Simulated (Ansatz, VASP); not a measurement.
**One calculation of BiS, two programs**

```
Bi S
1.0
     4.00294    0.00000    0.00000
     0.00000    4.00294    0.00000
     0.00000    0.00000    4.00294
Bi S
1 1
Direct
  0.50000 0.50000 0.50000
  0.00000 0.00000 0.00000
```

Alike in both runs: task relaxation of cell and atoms; functional PBEsol-based global hybrid; k mesh 4 × 4 × 4; occupations fermi-dirac, width 0.05 eV; no spin polarisation.

```csv
,VASP,Ansatz
version,VASP 6.6.1,Ansatz 0.2.0
potentials or method,"VASP PAW PBE potentials, release 64 (Bi_d, S)",Ansatz PAW
plane-wave cutoff (eV),600,420
valence electrons in the cell,21,21
```

```csv
,VASP,Ansatz,Ansatz less VASP
"gap on the k mesh at the Fermi level, each at its own relaxed structure (eV)",none,none,-
relaxed volume (Å³/atom),21.43,21.47,+0.038
relaxed cell length with the largest relative difference (Å),3.499,3.502,+0.0021
```

VASP's potentials were made for PBE, not for PBEsol-based global hybrid. A gap of «none» marks a metal or a gap that the smearing closes.

The k mesh is coarse, so the values compare programs but aren't converged. Neither program's run includes spin-orbit coupling. Noted on VASP's run: the volume moved by over 15 % at a fixed basis, so the end points are rough. Noted on Ansatz's run: the volume moved by over 15 % at a fixed basis, so the end points are rough; the plane-wave basis is chosen anew once the cell has moved, so the energies of steps on either side of that aren't comparable.
